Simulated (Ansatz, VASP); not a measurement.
**One calculation of V, two programs**

```xyz
2
Lattice="2.6043 0.0000 0.0000 -1.3021 2.2554 0.0000 0.0000 0.0000 4.7233" Properties=species:S:1:pos:R:3 pbc="T T T"
V     1.3021    0.7518    3.5425
V     0.0000    1.5036    1.1808
```

Alike in both runs: task single point; functional PBEsol; k mesh 9 × 9 × 4; occupations gaussian, width 0.1 eV; collinear spin.

|  | VASP | Ansatz |
| --- | --- | --- |
| version | VASP 6.6.1 | Ansatz 0.2.0 |
| potentials or method | VASP PAW PBE potentials, release 64 (V_sv), cutoff 520 eV | scalar-relativistic, plane waves, PAW |
| valence electrons in the cell | 26 | 26 |

```csv
,VASP,Ansatz,Ansatz less VASP
gap on the k mesh at the Fermi level (eV),none,none,-
pressure (GPa),-6.9,-7.0,-0.18
"traceless stress, the component that is largest in VASP (GPa)",-0.27,-0.29,-0.029
net moment per atom (μB),0.00,0.00,0.000
```

VASP's potentials were made for PBE, not for PBEsol. A gap of «none» marks a metal or a gap that the smearing closes. With one functional, cell and mesh, what is left measures potentials, basis and numerics. Ansatz's warnings: seeded moment not kept.
